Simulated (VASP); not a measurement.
# CdS (P3m1) in VASP: settings compared, part 2 of 2

VASP 6.6.1. The steps go on from the part before.

## 4. Single point, PBE (volume scaled by 0.94)

The input, INCAR:

```
SYSTEM = CdS
PREC = Accurate
ENCUT = 520
EDIFF = 1E-7
ISMEAR = -1
SIGMA = 0.05
LREAL = .False.
LASPH = .True.
NELM = 60
ALGO = Normal
ISIF = 2
LWAVE = .False.
LCHARG = .False.
GGA = PE
NBANDS = 16
```

The input, KPOINTS:

```
regular mesh
0
Gamma
  7 7 5
  0 0 0
```

The input, POSCAR:

```
CdS
1.0
    4.1741825350      0.0000000000      0.0000000000
   -2.0870912675      3.6149481154      0.0000000000
    0.0000000000      0.0000000000      5.6856871846
Cd S
1 1
Direct
    0.0000000000      0.0000000000      0.4426919200
    0.6666666667      0.3333333333      0.4343080800
```

Potentials or basis: VASP PAW PBE potentials, release 64 (Cd, S).

Launch:

```console
$ cat potpaw_PBE.64/Cd/POTCAR potpaw_PBE.64/S/POTCAR > POTCAR
$ mpirun -np 1 vasp_std > vasp.out
```

OUTCAR:

```text
SYSTEM = CdS
   PREC = Accurate
   ENCUT = 520
   EDIFF = 1E-7
   ISMEAR = -1
   LREAL = .False.
   LASPH = .True.
   NELM = 60
   ISIF = 2
   GGA = PE

 ion  position               nearest neighbor table
   1  0.000  0.000  0.443-   2 2.41   2 2.41   2 2.41
   2  0.667  0.333  0.434-   1 2.41   1 2.41   1 2.41

  LATTYP: Found a hexagonal cell.
 ALAT       =     4.1741825350
 C/A-ratio  =     1.3621079426

  Lattice vectors:

[... 641 lines left out ...]
 [... further k-points ...]

------------------------ aborting loop because EDIFF is reached ----------------------------------------

  FORCE on cell =-STRESS in cart. coord.  units (eV):
  Direction    XX          YY          ZZ          XY          YZ          ZX
  --------------------------------------------------------------------------------------
  -------------------------------------------------------------------------------------
  Total        1.5458781      1.5458781     -0.0001499      0.0000000     -0.0000000      0.0000000
  in kB       28.8688411     28.8688411     -0.0028002      0.0000000     -0.0000000      0.0000000
  external PRESSURE =      19.2449606 kB  Pullay stress =       0.0000000 kB

 VOLUME and BASIS-vectors are now :
 -----------------------------------------------------------------------------
  energy-cutoff  :      520.00
  volume of cell :       85.79
      direct lattice vectors                 reciprocal lattice vectors
     4.174182535  0.000000000  0.000000000     0.239567865  0.138314572  0.000000000
    -2.087091267  3.614948115  0.000000000     0.000000000  0.276629143  0.000000000
     0.000000000  0.000000000  5.685687185     0.000000000  0.000000000  0.175880235

 POSITION                                       TOTAL-FORCE (eV/Angst)
 -----------------------------------------------------------------------------------
      0.00000      0.00000      2.51701         0.000000     -0.000000      0.015532
      2.08709      1.20498      2.46934        -0.000000      0.000000     -0.015532
 -----------------------------------------------------------------------------------
    total drift:                                0.000001     -0.000000      0.001001

  FREE ENERGIE OF THE ION-ELECTRON SYSTEM (eV)
  ---------------------------------------------------
  free  energy   TOTEN  =        -5.6184442186 eV

  energy  without entropy=       -5.6184442120  energy(sigma->0) =       -5.61844422
```

OSZICAR:

```text
N       E                     dE             d eps       ncg     rms          rms(c)
DAV:   1     0.109644631172E+03    0.10964E+03   -0.80975E+03  1024   0.949E+02
DAV:   2    -0.778107567821E+00   -0.11042E+03   -0.10396E+03  1272   0.238E+02
DAV:   3    -0.633385601237E+01   -0.55557E+01   -0.55347E+01  1248   0.545E+01
DAV:   4    -0.638713484840E+01   -0.53279E-01   -0.53270E-01  1328   0.515E+00
DAV:   5    -0.638819007974E+01   -0.10552E-02   -0.10552E-02  1288   0.689E-01    0.852E+00
DAV:   6    -0.565400093584E+01    0.73419E+00   -0.12042E+00  1528   0.130E+01    0.659E+00
DAV:   7    -0.561925333579E+01    0.34748E-01   -0.33401E-01  1256   0.376E+00    0.301E+00
DAV:   8    -0.561832595538E+01    0.92738E-03   -0.36316E-02  1312   0.234E+00    0.352E-01
DAV:   9    -0.561789866064E+01    0.42729E-03   -0.46646E-03  1256   0.929E-01    0.112E-01
DAV:  10    -0.561822551438E+01   -0.32685E-03   -0.44913E-04  1120   0.180E-01    0.101E-01
DAV:  11    -0.561845973290E+01   -0.23422E-03   -0.37426E-04  1048   0.149E-01    0.556E-02
DAV:  12    -0.561844277304E+01    0.16960E-04   -0.57814E-05  1344   0.964E-02    0.153E-02
DAV:  13    -0.561844424720E+01   -0.14742E-05   -0.72803E-06  1208   0.164E-02    0.110E-02
DAV:  14    -0.561844421863E+01    0.28565E-07   -0.30216E-07  1248   0.588E-03
   1 F= -.56184442E+01 E0= -.56184442E+01  d E =-.664009E-08
```

It took 33 s on 1 thread of AMD EPYC 7R13 (Zen 3), shared host; peak memory 0.18 GiB.

What came out:

```yaml
Free_energy: -5.6184 eV
Pressure: 1.9 GPa
Largest_force: 0.016 eV/Å
Band_gap_on_the_k_mesh: 1.58 eV, indirect (the least direct gap lies 4.5 meV higher)
```

Forces on the atoms (eV/Å):
```
Cd   0.000  0.000  0.016
S    0.000  0.000 -0.016
```

Stress tensor (GPa, compression positive):
```
2.89 0.00 0.00
0.00 2.89 0.00
0.00 0.00 0.00
```

 A k mesh can miss the band edges.

## 5. Single point, PBE (volume scaled by 0.96)

INCAR, as its differences from that of step 4:

```diff
@@ -8,3 +8,3 @@
 LASPH = .True.
-NELM = 60
+NELM = 80
 ALGO = Normal
```

KPOINTS is that of step 4.

The input, POSCAR:

```
CdS
1.0
    4.2035791552      0.0000000000      0.0000000000
   -2.1017895776      3.6404063352      0.0000000000
    0.0000000000      0.0000000000      5.7257285545
Cd S
1 1
Direct
    0.0000000000      0.0000000000      0.4426919200
    0.6666666667      0.3333333333      0.4343080800
```

Launch:

```console
$ cat potpaw_PBE.64/Cd/POTCAR potpaw_PBE.64/S/POTCAR > POTCAR
$ mpirun -np 1 vasp_std > vasp.out
```

Run time: 38 s. Hardware: 1 thread of AMD EPYC 7R13 (Zen 3), shared host; peak memory 0.19 GiB.

It converged, with:

```yaml
Free_energy: -5.6363 eV
Pressure: 1.2 GPa
Largest_force: 0.009 eV/Å
Band_gap_on_the_k_mesh: 1.54 eV, indirect (the least direct gap lies 4.3 meV higher)
```

Forces on the atoms (eV/Å):
```
Cd   0.000  0.000  0.009
S    0.000  0.000 -0.009
```

Stress tensor (GPa, compression positive):
```
1.78 0.00 0.00
0.00 1.78 0.00
0.00 0.00 0.00
```

Levels at points of the mesh, in eV from the valence-band top:
| k point | band 5 | band 6 | band 7 | band 8 | band 9 | band 10 | band 11 | band 12 | band 13 | band 14 |
| --- | --- | --- | --- | --- | --- | --- | --- | --- | --- | --- |
| (0.00, 0.00, 0.00) | -7.21 | -6.98 | -1.22 | 0.00 | 0.00 | 1.54 | 5.54 | 6.94 | 6.94 | 7.07 |

## 6. Overview

```csv
level,cell,k mesh,gap on the mesh (eV),pressure (GPa),largest force (eV/Å)
PBE,"a = 4.261, b = 4.261, c = 5.804 Å, angles 90.0, 90.0, 120.0°, 2 atoms",6 × 6 × 4,1.47,-0.1,-
PBEsol,"a = 4.261, b = 4.261, c = 5.804 Å, angles 90.0, 90.0, 120.0°, 2 atoms",7 × 7 × 5,1.42,-1.3,0.01
PBE,"a = 4.174, b = 4.174, c = 5.686 Å, angles 90.0, 90.0, 120.0°, 2 atoms",7 × 7 × 5,1.58,1.9,0.02
PBE,"a = 4.204, b = 4.204, c = 5.726 Å, angles 90.0, 90.0, 120.0°, 2 atoms",7 × 7 × 5,1.54,1.2,0.01
```

Alike in all rows: task single point; potentials or basis VASP PAW PBE potentials, release 64 (Cd, S); no spin polarisation; cutoff (eV) 520; smearing fermi-dirac 0.05 eV.

Caveats: the PAW data sets were made with another functional, which shifts forces and pressure a little (some runs).

Absolute energies hang on the potentials; compare differences alone.
